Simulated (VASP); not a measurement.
# KTaO3 (Pm-3m) in VASP: notebook, part 2 of 2

VASP 6.6.1. The steps go on from the part before.

### 4 Electric field gradients, PBE, non-collinear spin, zero start, spin-orbit coupling

Contents of INCAR:

```
SYSTEM = KTaO3
PREC = Accurate ; ENCUT = 520
EDIFF = 1E-8 ; ISMEAR = -1
SIGMA = 0.02 ; LREAL = .FALSE.
LASPH = .TRUE. ; NELM = 150
ALGO = Normal ; ISIF = 2
LWAVE = .FALSE. ; LCHARG = .FALSE.
LNONCOLLINEAR = .TRUE. ; MAGMOM = 0 0 0 0 0 0 0 0 0 0 0 0 0 0 0
LORBIT = 11 ; LSORBIT = .TRUE.
GGA_COMPAT = .FALSE. ; LORBMOM = .TRUE.
LMAXMIX = 4 ; GGA = PE
LEFG = .TRUE. ; NBANDS = 53
```

Contents of KPOINTS:

```
Automatic mesh
0
G
  5 5 5
  0 0 0
```

Contents of POSCAR:

```
KTaO3
1.0
    3.9883000000      0.0000000000      0.0000000000
    0.0000000000      3.9883000000      0.0000000000
    0.0000000000      0.0000000000      3.9883000000
K Ta O
1 1 3
Direct
    0.5000000000      0.5000000000      0.5000000000
    0.0000000000      0.0000000000      0.0000000000
    0.5000000000      0.0000000000      0.0000000000
    0.0000000000      0.5000000000      0.0000000000
    0.0000000000      0.0000000000      0.5000000000
```

Potentials or basis: VASP PAW PBE potentials, release 64 (K_sv, Ta_pv, O).

On the command line:

```console
cat potpaw_PBE.64/K_sv/POTCAR potpaw_PBE.64/Ta_pv/POTCAR potpaw_PBE.64/O/POTCAR > POTCAR
mpirun -np 1 vasp_ncl > vasp.out
```

OUTCAR:

```text
SYSTEM = KTaO3
   PREC = Accurate
   ENCUT = 520
   EDIFF = 1E-8
   ISMEAR = -1
   LREAL = .FALSE.
   LASPH = .TRUE.
   NELM = 150
   ISIF = 2
   LNONCOLLINEAR = .TRUE.
   LORBIT = 11
   LSORBIT = .TRUE.
   GGA = PE

 ion  position               nearest neighbor table
   1  0.500  0.500  0.500-   3 2.82   4 2.82   5 2.82   3 2.82   4 2.82   3 2.82   5 2.82   3 2.82
                             4 2.82   5 2.82   4 2.82   5 2.82   2 3.45   2 3.45   2 3.45   2 3.45
   2  0.000  0.000  0.000-   3 1.99   4 1.99   5 1.99   5 1.99   4 1.99   3 1.99   1 3.45   1 3.45
                             1 3.45   1 3.45   1 3.45   1 3.45   1 3.45   1 3.45
   3  0.500  0.000  0.000-   2 1.99   2 1.99   1 2.82   1 2.82   1 2.82   1 2.82
   4  0.000  0.500  0.000-   2 1.99   2 1.99   1 2.82   1 2.82   1 2.82   1 2.82
   5  0.000  0.000  0.500-   2 1.99   2 1.99   1 2.82   1 2.82   1 2.82   1 2.82

  LATTYP: Found a simple cubic cell.
 ALAT       =     3.9883000000

  Lattice vectors:

 A1 = (   3.9883000000,   0.0000000000,   0.0000000000)
 A2 = (   0.0000000000,   3.9883000000,   0.0000000000)
 A3 = (   0.0000000000,   0.0000000000,   3.9883000000)

Analysis of symmetry for initial positions (statically):
=====================================================================
 Subroutine PRICEL returns:
 Original cell was already a primitive cell.

 Routine SETGRP: Setting up the symmetry group for a
 simple cubic supercell.

 Subroutine GETGRP returns: Found 48 space group operations
[... 912 lines left out ...]
     0.0000000     0.0000000     0.0000000     0.0000000     0.0000000
     0.0000000     0.0000000     0.0000000     0.0000000     0.0000000
     0.0000000     0.0000000     0.0000000     0.0000000     0.0000000
 l=   3
     0.0000000     0.0000000     0.0000000     0.0000000     0.0000000     0.0000000     0.0000000
     0.0000000     0.0000000     0.0000000     0.0000000     0.0000000     0.0000000     0.0000000
     0.0000000     0.0000000     0.0000000     0.0000000     0.0000000     0.0000000     0.0000000
     0.0000000     0.0000000     0.0000000     0.0000000     0.0000000     0.0000000     0.0000000
     0.0000000     0.0000000     0.0000000     0.0000000     0.0000000     0.0000000     0.0000000
     0.0000000     0.0000000     0.0000000     0.0000000     0.0000000     0.0000000     0.0000000
     0.0000000     0.0000000     0.0000000     0.0000000     0.0000000     0.0000000     0.0000000

 total charge

# of ion       s       p       d       tot
------------------------------------------
    1        1.962   5.608   0.048   7.618
    2        0.348   6.358   2.064   8.770
    3        1.563   3.522   0.000   5.085
    4        1.563   3.522   0.000   5.085
    5        1.563   3.522   0.000   5.085
--------------------------------------------------
tot          6.999  22.531   2.112  31.642

 magnetization (x)

# of ion       s       p       d       tot
------------------------------------------
    1        0.000   0.000  -0.000  -0.000
    2        0.000  -0.000   0.000   0.000
    3       -0.000   0.000   0.000  -0.000
    4        0.000   0.000   0.000   0.000
    5        0.000   0.000   0.000   0.000
--------------------------------------------------
tot          0.000   0.000   0.000   0.000

 magnetization (y)

# of ion       s       p       d       tot
------------------------------------------
    1        0.000   0.000   0.000   0.000
    2        0.000  -0.000  -0.000  -0.000
    3       -0.000   0.000   0.000   0.000
    4       -0.000  -0.000   0.000  -0.000
    5       -0.000   0.000   0.000   0.000
--------------------------------------------------
tot          0.000   0.000  -0.000   0.000

 magnetization (z)

# of ion       s       p       d       tot
------------------------------------------
    1        0.000   0.000  -0.000  -0.000
    2        0.000  -0.000  -0.000  -0.000
    3        0.000   0.000   0.000   0.000
    4       -0.000   0.000   0.000  -0.000
    5       -0.000   0.000   0.000   0.000
--------------------------------------------------
tot          0.000  -0.000  -0.000  -0.000
```

OSZICAR:

```text
N       E                     dE             d eps       ncg     rms          rms(c)
DAV:   1     0.349180212802E+03    0.34918E+03   -0.20455E+04  1060   0.145E+03
DAV:   2    -0.224252670573E+02   -0.37161E+03   -0.35670E+03  1259   0.428E+02
DAV:   3    -0.491167916705E+02   -0.26692E+02   -0.26484E+02  1352   0.113E+02
DAV:   4    -0.501994381278E+02   -0.10826E+01   -0.10799E+01  1704   0.171E+01
DAV:   5    -0.502262825416E+02   -0.26844E-01   -0.26838E-01  1432   0.215E+00    0.360E+01
DAV:   6    -0.418284662795E+02    0.83978E+01   -0.34072E+01  1340   0.413E+01    0.136E+01
DAV:   7    -0.416941343811E+02    0.13433E+00   -0.19232E+00  1302   0.906E+00    0.963E+00
DAV:   8    -0.416488027415E+02    0.45332E-01   -0.39469E-01  1299   0.534E+00    0.287E+00
DAV:   9    -0.416320052736E+02    0.16797E-01   -0.35002E-02  1240   0.151E+00    0.464E-01
DAV:  10    -0.416306219825E+02    0.13833E-02   -0.69440E-03  1448   0.512E-01    0.206E-01
DAV:  11    -0.416307258256E+02   -0.10384E-03   -0.15373E-03  1385   0.281E-01    0.411E-02
DAV:  12    -0.416307299667E+02   -0.41411E-05   -0.22696E-04  1318   0.103E-01    0.207E-02
DAV:  13    -0.416307486580E+02   -0.18691E-04   -0.26233E-05  1342   0.374E-02    0.727E-03
DAV:  14    -0.416307493550E+02   -0.69694E-06   -0.11472E-06  1472   0.735E-03    0.340E-03
DAV:  15    -0.416307492662E+02    0.88812E-07   -0.69759E-08  1467   0.181E-03    0.274E-03
DAV:  16    -0.416307490750E+02    0.19111E-06   -0.10482E-07  1238   0.204E-03    0.500E-04
DAV:  17    -0.416307490819E+02   -0.68849E-08   -0.46916E-09   928   0.562E-04
   1 F= -.41630749E+02 E0= -.41630749E+02  d E =-.263700E-13  mag=     0.0000     0.0000     0.0000
```

stdout:

```text
POSCAR found type information on POSCAR K TaO
 POSCAR found :  3 types and       5 ions
 scaLAPACK will be used
 LDA part: xc-table for (Slater+PW92), standard interpolation
 POSCAR, INCAR and KPOINTS ok, starting setup
 FFT: planning ... GRIDC
 FFT: planning ... GRID_SOFT
 FFT: planning ... GRID
 WAVECAR not read
 entering main loop
ion   1

ion   2

ion   3

ion   4

ion   5
```

It used 99 s of CPU time on 1 thread of Intel Xeon 6975P-C, with other jobs on the host.

Results:

```yaml
Free_energy: -41.6307 eV
Pressure: 6.3 GPa
Net_moment: 0.00 μB per cell
Valence_electrons_inside_the_program's_atomic_spheres: K 7.62; Ta 8.77; O 5.08
```

Moments on the atoms (μB; x, y, z):
```
K   0.00 0.00 0.00
Ta  0.00 0.00 0.00
O   0.00 0.00 0.00
O   0.00 0.00 0.00
O   0.00 0.00 0.00
```

Electric field gradients, principal values (V/Å²):
```
atom   least  middle  greatest (by size)
 1 K   0.000   0.000               0.000
2 Ta   0.000   0.000               0.000
 3 O  -9.993  -9.993              19.987
 4 O  -9.993  -9.993              19.987
 5 O  -9.993  -9.993              19.987
```

Caveat: without QUAD_EFG the Cq values of the log hold for a quadrupole moment of 1 mb, not for the nuclei.

### 5 The runs side by side

| level | spin | gap on the mesh (eV) | pressure (GPa) |
| --- | --- | --- | --- |
| PBE | off | 2.28 | 6.1 |
| r2SCAN | off | 2.71 | 1.2 |
| PBE | non-collinear, zero start, SOC | - | 6.3 |

Alike in all rows: task electric field gradients; potentials or basis VASP PAW PBE potentials, release 64 (K_sv, Ta_pv, O); cell as given; k mesh 5 × 5 × 5; cutoff (eV) 520; smearing fermi-dirac 0.02 eV.

The pressure there spans 1.2 GPa (r2SCAN) to 6.3 GPa (PBE); a positive pressure means that this level wants a larger cell, a negative one a smaller.

Caveats: spin-orbit coupling is left out, which moves the levels of the heavy elements (some runs); the PAW data sets were made with another functional, which shifts forces and pressure a little (some runs).

Absolute energies hang on the potentials; compare differences alone.
